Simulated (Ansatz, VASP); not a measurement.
## ScIr in VASP and in Ansatz

```
CELL_PARAMETERS angstrom
3.16186 0.00000 0.00000
0.00000 3.16186 0.00000
0.00000 0.00000 3.16186
ATOMIC_POSITIONS crystal
Sc 0.50000 0.50000 0.50000
Ir 0.00000 0.00000 0.00000
```

Alike in both runs: functional LDA; k mesh 14 × 14 × 14; occupations fermi-dirac, width 0.08 eV; no spin polarisation.

Ansatz relaxed the structure, and its values are those at the end. VASP's run is a single point on that final structure, the one shown.

|  | VASP | Ansatz |
| --- | --- | --- |
| version | VASP 6.6.1 | Ansatz 0.2.0 |
| potentials or method | VASP PAW LDA potentials, release 64 (Sc_sv, Ir_sv_GW) | PAW with Ansatz's default frozen-core files, scalar-relativistic |
| plane-wave cutoff (eV) | 560 | 420 |
| valence electrons in the cell | 28 | 28 |

Ansatz gave:

```
pressure (GPa) : 0.0
```

Problem. What did VASP give for the same quantities?

Solution. Pressure (GPa): 0.2.

LDA's correlation is that of Perdew and Zunger in VASP and of Perdew and Wang (1992) in Ansatz.

Spin-orbit coupling is off throughout.
